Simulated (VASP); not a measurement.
# Bi in VASP: notebook

The runs below take Bi through single point, with LDA.

Program: VASP 6.6.1. These are calculated values, not measurements. Logs are shortened: lines on timing, memory, paths and dates and some standing lists are left out, and cuts for length are marked.

### Step 1. The cell of the first run

The cell holds a slab with vacuum, 2 atoms: a = 4.208 Å, b = 4.208 Å, c = 28.000 Å, α = 90.00°, β = 90.00°, γ = 120.00°.

### Step 2. Single point, LDA

Contents of INCAR:

```
SYSTEM = Bi
ALGO = Normal
DIPOL = 0.5 0.5 0.500
EDIFF = 1E-6
ENCUT = 520
GGA = CA
IDIPOL = 3
ISIF = 2
ISMEAR = 0
LASPH = .TRUE.
LCHARG = .FALSE.
LDIPOL = .TRUE.
LREAL = .FALSE.
LWAVE = .FALSE.
NBANDS = 22
NELM = 100
PREC = Accurate
SIGMA = 0.02
```

Contents of KPOINTS:

```
k-points
0
G
  9 9 1
  0 0 0
```

Contents of POSCAR:

```
Bi
1.0
    4.2084139678      0.0000000000      0.0000000000
   -2.1042069839      3.6445934058      0.0000000000
    0.0000000000      0.0000000000     28.0000000000
Bi
2
Direct
    0.3333333333      0.6666666667      0.5306255433
    0.6666666667      0.3333333333      0.4693744567
```

Potentials or basis: VASP PAW LDA potentials, release 64 (Bi_d).

On the command line:

```bash
$ cat potpaw_LDA.64/Bi_d/POTCAR > POTCAR
$ mpirun -np 1 vasp_std > vasp.out
```

OUTCAR:

```text
SYSTEM = Bi
   EDIFF = 1E-6
   ENCUT = 520
   GGA = CA
   ISIF = 2
   ISMEAR = 0
   LASPH = .TRUE.
   LREAL = .FALSE.
   NELM = 100
   PREC = Accurate

 ion  position               nearest neighbor table
   1  0.333  0.667  0.531-   2 2.97   2 2.97   2 2.97
   2  0.667  0.333  0.469-   1 2.97   1 2.97   1 2.97

  LATTYP: Found a hexagonal cell.
 ALAT       =     4.2084139678
 C/A-ratio  =     6.6533378642

  Lattice vectors:

 A1 = (   4.2084139678,   0.0000000000,   0.0000000000)
 A2 = (  -2.1042069839,   3.6445934058,   0.0000000000)
 A3 = (   0.0000000000,   0.0000000000,  28.0000000000)

Analysis of symmetry for initial positions (statically):
=====================================================================
 Subroutine PRICEL returns:
 Original cell was already a primitive cell.

 Routine SETGRP: Setting up the symmetry group for a
 hexagonal supercell.

 Subroutine GETGRP returns: Found 12 space group operations
 (whereof 12 operations were pure point group operations)
 out of a pool of 24 trial point group operations.

The static configuration has the point symmetry D_3d.

Analysis of symmetry for dynamics (positions and initial velocities):
=====================================================================
 Subroutine PRICEL returns:
 Original cell was already a primitive cell.

 Routine SETGRP: Setting up the symmetry group for a
 hexagonal supercell.

 Subroutine GETGRP returns: Found 12 space group operations
 (whereof 12 operations were pure point group operations)
 out of a pool of 24 trial point group operations.

The dynamic configuration has the point symmetry D_3d.

 Subroutine INISYM returns: Found 12 space group operations
 (whereof 12 operations are pure point group operations),
 and found     1 'primitive' translations

----------------------------------------------------------------------------------------

                                     Primitive cell

  volume of cell :     429.4628

  direct lattice vectors                    reciprocal lattice vectors
     4.208413968  0.000000000  0.000000000     0.237619209  0.137189515  0.000000000
    -2.104206984  3.644593406  0.000000000     0.000000000  0.274379029  0.000000000
     0.000000000  0.000000000 28.000000000     0.000000000  0.000000000  0.035714286

  length of vectors
     4.208413968  4.208413968 28.000000000     0.274379029  0.274379029  0.035714286

  position of ions in fractional coordinates (direct lattice)
[... 68 lines left out ...]
   EDIFFG = 0.1E-04   stopping-criterion for IOM
   NSW    =      0    number of steps for IOM
   IBRION =     -1    ionic relax: 0-MD 1-quasi-New 2-CG
   NFREE  =      0    steps in history (QN), initial steepest desc. (CG)
   ISIF   =      2    stress and relaxation
   ISYM   =      2    0-nonsym 1-usesym 2-fastsym
   POTIM  = 0.5000    time-step for ionic-motion
   TEBEG  =    0.0;   TEEND  =   0.0 temperature during run
   PSTRESS=    0.0 pullay stress
   NELECT =      30.0000    total number of electrons
   NUPDOWN=      -1.0000    fix difference up-down
   EMIN   =  10.00;   EMAX   =-10.00  energy-range for DOS
   EFERMI =   0.00;   METHOD = LEGACY
   ISMEAR =     0;   SIGMA  =   0.02  broadening in eV -4-tet -1-fermi 0-gaus
   EFERMI_NEDOS =   21; number of points for ismear=-14 and -15
   IALGO  =     38    algorithm
   IMIX   =      4    mixing-type and parameters
     AMIX     =   0.40;   BMIX     =  1.00
     AMIX_MAG =   1.60;   BMIX_MAG =  1.00
  volume/ion in A,a.u.               =     214.73      1449.08
  Fermi-wavevector in a.u.,A,eV,Ry     =   0.674228  1.274106  6.184981  0.454583
  Thomas-Fermi vector in A             =   1.750884
   LORBIT       =      0    0 simple, 1 ext, 2 COOP (PROOUT), +10 PAW based schemes
   GGA     = CA    functional components
   LHFCALC =     F    Hartree Fock is set to
   AEXX    =    0.0000 exact exchange contribution
   IVDW    =     0    specifies the selected vdW correction
   LEPSILON=     F    determine dielectric tensor
   LRPA    =     F    only Hartree local field effects (RPA)
 non-spin polarized calculation
 Gauss-broadening in eV      SIGMA  =   0.02
  energy-cutoff  :      520.00
  volume of cell :      429.46
 maximum number of plane-waves:     11600
 NGX is ok and might be reduce to    32
   NGX = 15   NGY = 15   NGZ =105

 number of electron      30.0000002 magnetization

 dipolmoment           0.000000      0.000000     -0.000000 electrons x Angstroem

 Free energy of the ion-electron system (eV)
  ---------------------------------------------------
  ext. energy  EPLUGINS =         0.00000000
  ---------------------------------------------------
  free energy    TOTEN  =        -8.58257797 eV

  energy without entropy =       -8.58257797  energy(sigma->0) =       -8.58257797

 E-fermi :  -2.4506     XC(G=0):  -2.0903

 val. band max:       -2.5933406265   @ k =   0.0000   0.0000   0.0000
 cond. band min:      -2.0158271591   @ k =   0.0000   0.0000   0.0000
 fundamental gap:      0.5775134675
 Fermi energy:        -2.4505547614

 k-point     1 :       0.0000    0.0000    0.0000
  band No.  band energies     occupation
      1     -25.3787      2.00000
      2     -25.3787      2.00000
      3     -25.2181      2.00000
      4     -25.2181      2.00000
      5     -25.1996      2.00000
      6     -25.0013      2.00000
[... 289 lines left out ...]
     21       4.1163      0.00000
     22       4.7404      0.00000

------------------------ aborting loop because EDIFF is reached ----------------------------------------

 vacuum level on the upper side and lower side of the slab       (xc-potential included)        -0.006        -0.006

  FORCE on cell =-STRESS in cart. coord.  units (eV):
  Direction    XX          YY          ZZ          XY          YZ          ZX
  --------------------------------------------------------------------------------------
  -------------------------------------------------------------------------------------
  Total        0.0150846      0.0150846      0.0516103      0.0000000      0.0000000      0.0000000
  in kB        0.0562753      0.0562753      0.1925403      0.0000000      0.0000000      0.0000000
  external PRESSURE =       0.1016970 kB  Pullay stress =       0.0000000 kB

 VOLUME and BASIS-vectors are now :
 -----------------------------------------------------------------------------
  energy-cutoff  :      520.00
  volume of cell :      429.46
      direct lattice vectors                 reciprocal lattice vectors
     4.208413968  0.000000000  0.000000000     0.237619209  0.137189515  0.000000000
    -2.104206984  3.644593406  0.000000000     0.000000000  0.274379029  0.000000000
     0.000000000  0.000000000 28.000000000     0.000000000  0.000000000  0.035714286

 POSITION                                       TOTAL-FORCE (eV/Angst)
 -----------------------------------------------------------------------------------
     -0.00000      2.42973     14.85752        -0.000000      0.000000      0.049433
      2.10421      1.21486     13.14248         0.000000     -0.000000     -0.049433
 -----------------------------------------------------------------------------------
    total drift:                                0.000000      0.000000     -0.000000

  FREE ENERGIE OF THE ION-ELECTRON SYSTEM (eV)
  ---------------------------------------------------
  free  energy   TOTEN  =        -8.5825779743 eV

  energy  without entropy=       -8.5825779743  energy(sigma->0) =       -8.58257797

 vacuum level on the upper side and lower side of the slab         1.704         1.704
```

OSZICAR:

```text
N       E                     dE             d eps       ncg     rms          rms(c)
DAV:   1     0.214775291187E+03    0.21478E+03   -0.13608E+04   720   0.101E+03
DAV:   2     0.873719838223E+01   -0.20604E+03   -0.20015E+03   608   0.274E+02
DAV:   3    -0.807810234157E+01   -0.16815E+02   -0.16745E+02   644   0.988E+01
[... 13 lines left out ...]
DAV:  17    -0.858256150373E+01   -0.47260E-05   -0.29924E-07   522   0.270E-03    0.586E-04
DAV:  18    -0.858257397529E+01   -0.12472E-04   -0.50287E-07   454   0.204E-03    0.363E-04
DAV:  19    -0.858257576549E+01   -0.17902E-05   -0.38689E-08   442   0.121E-03    0.139E-04
DAV:  20    -0.858257764949E+01   -0.18840E-05   -0.49359E-08   446   0.929E-04    0.115E-04
DAV:  21    -0.858257797434E+01   -0.32485E-06   -0.35318E-10   414   0.385E-04
   1 F= -.85825780E+01 E0= -.85825780E+01  d E =-.203803E-25
```

Wall time 3.7 min (1 thread of AMD EPYC 7R13, shared host); peak memory 0.36 GiB.

Results:

```yaml
Free_energy: -8.5826 eV
Largest_force: 0.049 eV/Å
```

Forces in eV/Å, atoms in the order of the input:
```
Bi   0.000  0.000  0.049
Bi   0.000  0.000 -0.049
```

Caveat: spin-orbit coupling is left out, which moves the levels of the heavy elements.

### Step 3. Single point, LDA

This run uses another cell than the first one.

Contents of INCAR:

```
PREC = Accurate
ENCUT = 520
EDIFF = 1E-7
ISMEAR = 0
SIGMA = 0.02
LREAL = F
LASPH = T
NELM = 100
ALGO = Normal
ISIF = 2
LWAVE = F
LCHARG = F
LDIPOL = T
IDIPOL = 3
DIPOL = 0.5 0.5 0.500
GGA = CA
NBANDS = 22
```

Contents of KPOINTS:

```
regular mesh
0
Gamma
  9 9 1
```

Contents of POSCAR:

```
Bi
1.0
    4.2817809379      0.0000000000      0.0000000000
   -2.1408904689      3.7081310656      0.0000000000
    0.0000000000      0.0000000000     28.0000000000
Bi
2
Direct
    0.3333333333      0.6666666667      0.5290714286
    0.6666666667      0.3333333333      0.4709285714
```

Potentials or basis: VASP PAW LDA potentials, release 64 (Bi_d).

On the command line:

```bash
$ cat potpaw_LDA.64/Bi_d/POTCAR > POTCAR
$ mpirun -np 1 vasp_std > vasp.out
```

Run time: 4.8 min. Hardware: 1 thread of AMD EPYC 7R13, shared host; peak memory 0.37 GiB.

The run converged. Its results:

* Free energy: -8.5571 eV
* Largest force: 0.516 eV/Å

Forces in eV/Å, atoms in the order of the input:
```
Bi   0.000  0.000  0.516
Bi   0.000  0.000 -0.516
```

Levels at points of the mesh, in eV from the Fermi level:
```tsv
k point	band 13	band 14	band 15	band 16	band 17	band 18
(0.00, 0.00, 0.00)	-0.63	-0.13	-0.13	0.45	2.64	2.64
```

Caveat: spin-orbit coupling is left out, which moves the levels of the heavy elements.
